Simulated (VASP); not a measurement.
Here is a VASP 6.6.1 calculation.

POSCAR

```
SnO2
1.0
   -1.9962769883      1.9962769883      5.0813093467
    1.9962769883     -1.9962769883      5.0813093467
    1.9962769883      1.9962769883     -5.0813093467
Sn O
2 4
Direct
    0.7500000000      0.2500000000      0.5000000000
    0.0000000000      0.0000000000      0.0000000000
    0.5457821833      0.0457821833      0.5000000000
    0.7957821833      0.7957821833      0.0000000000
    0.2042178167      0.2042178167      0.0000000000
    0.9542178167      0.4542178167      0.5000000000
```

File INCAR.step1:

```
SYSTEM = SnO2
  PREC = Accurate
  ENCUT = 520
  ISMEAR = -1
  SIGMA = 0.03
  LREAL = .FALSE.
  LASPH = .TRUE.
  NELM = 60
  NBANDS = 35
  GGA = PE
  ALGO = Normal
  EDIFF = 1E-4
  LWAVE = .TRUE.
  LCHARG = .FALSE.
```

Contents of INCAR.step2:

```
SYSTEM = SnO2
  PREC = Accurate
  ENCUT = 520
  EDIFF = 1E-6
  ISMEAR = -1
  SIGMA = 0.03
  LREAL = .FALSE.
  LASPH = .TRUE.
  NELM = 60
  ALGO = Normal
  ISIF = 2
  LWAVE = .FALSE.
  LCHARG = .TRUE.
  METAGGA = R2SCAN
  LMIXTAU = .TRUE.
  LUSE_VDW = .TRUE.
  IVDW_NL = 2
  BPARAM = 11.95
  CPARAM = 0.0093
  LELF = .TRUE.
  LVHAR = .TRUE.
  NBANDS = 35
  ISTART = 1
```

Contents of KPOINTS:

```
regular mesh
0
G
  8 8 8
  0 0 0
```

Potentials or basis: VASP PAW PBE potentials, release 64 (Sn_d, O).

Launch:

```bash
$ cat potpaw_PBE.64/Sn_d/POTCAR potpaw_PBE.64/O/POTCAR > POTCAR
$ cp INCAR.step1 INCAR
$ mpirun -np 1 vasp_std > vasp.out
$ cp INCAR.step2 INCAR
$ mpirun -np 1 vasp_std > vasp.out
```

**Question.** Estimate the pressure.

**Answer.** 1.2 GPa.

**Question.** Estimate the band gap on the k mesh.

**Answer.** 2.38 eV (least direct gap 2.82 eV).

**Question.** What does it give for the largest force?

**Answer.** 0.044 eV/Å.

Forces on the atoms (eV/Å):
```
Sn   0.000  0.000  0.000
Sn   0.000  0.000  0.000
O    0.000  0.000 -0.044
O    0.000  0.000 -0.044
O    0.000  0.000  0.044
O    0.000  0.000  0.044
```

Caveat: the PAW data sets were made with another functional, which shifts forces and pressure a little; spin-orbit coupling is left out, which moves the levels of the heavy elements. A k mesh can miss the band edges.
